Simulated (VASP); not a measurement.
Set up this calculation in VASP 6.6.1, as the native input.

```
Task                   : relaxation of cell and atoms
Functional             : LDA
Potentials or basis    : VASP PAW LDA potentials, release 64 (I, Cu)
Cutoff                 : 600 eV
k mesh                 : 10 × 10 × 6
Occupations            : fermi-dirac, width 0.08 eV
Spin                   : no spin polarisation
Target pressure        : -0.65 GPa
Dipole correction      : no
Further INCAR settings : ALGO = Normal; EDIFF = 1e-07; IBRION = 2; EDIFFG = -0.005; NSW = 60; ISIF = 3
```

The structure of CuI (anti NiAs type) lies in POSCAR:

```
CuI
1.0
    3.9854885688      0.0000000000      0.0000000000
   -1.9927442844      3.4515343471      0.0000000000
    0.0000000000      0.0000000000      6.1775072817
I Cu
2 2
Direct
    0.0000000000      0.0000000000      0.0000000000
    0.0000000000      0.0000000000      0.5000000000
    0.3333333333      0.6666666667      0.2500000000
    0.6666666667      0.3333333333      0.7500000000
```

These files were run (other wordings do the same):

INCAR

```
SYSTEM = CuI
PREC = Accurate
ENCUT = 600
EDIFF = 1E-7
ISMEAR = -1
SIGMA = 0.08
LREAL = .FALSE.
LASPH = .TRUE.
NELM = 80
ALGO = Normal
ISIF = 3
LWAVE = .FALSE.
LCHARG = .FALSE.
IBRION = 2
NSW = 60
EDIFFG = -0.005
PSTRESS = -6.5
```

KPOINTS

```
Automatic mesh
0
G
  10 10 6
  0 0 0
```

Potentials or basis: VASP PAW LDA potentials, release 64 (I, Cu).

Run with:

```bash
$ cat potpaw_LDA.64/I/POTCAR potpaw_LDA.64/Cu/POTCAR > POTCAR
$ mpirun -np 1 vasp_std > vasp.out
```

Results of the run:

* Relaxed volume: 22.00 Å³/atom
* Relaxed cell: a = 3.781 Å, b = 3.781 Å, c = 7.107 Å, α = 90.00°, β = 90.00°, γ = 120.00°
* Space group after relaxing (to 0.1 Å): P6_3/mmc (No. 194)
* Energy change on relaxing (the run minimises the enthalpy): -214.2 meV/atom
* Ionic steps: 10
* Pressure after relaxing: -0.6 GPa
* Band gap on the k mesh: zero (bands 18 and 19 overlap by 0.45 eV)

Caveat: the cell is relaxed towards a set pressure, so the run minimises the enthalpy, not the energy; semilocal functionals underestimate gaps, and a narrow one can read as zero; a cell axis changed by over 15 % at a fixed basis, so the end point is rough; spin-orbit coupling is left out, which moves the levels of the heavy elements.

Run time: 6.9 min on 1 thread of Intel(R) Xeon(R) Platinum 8488C (Sapphire Rapids), on a shared host, peak memory 0.28 GiB.
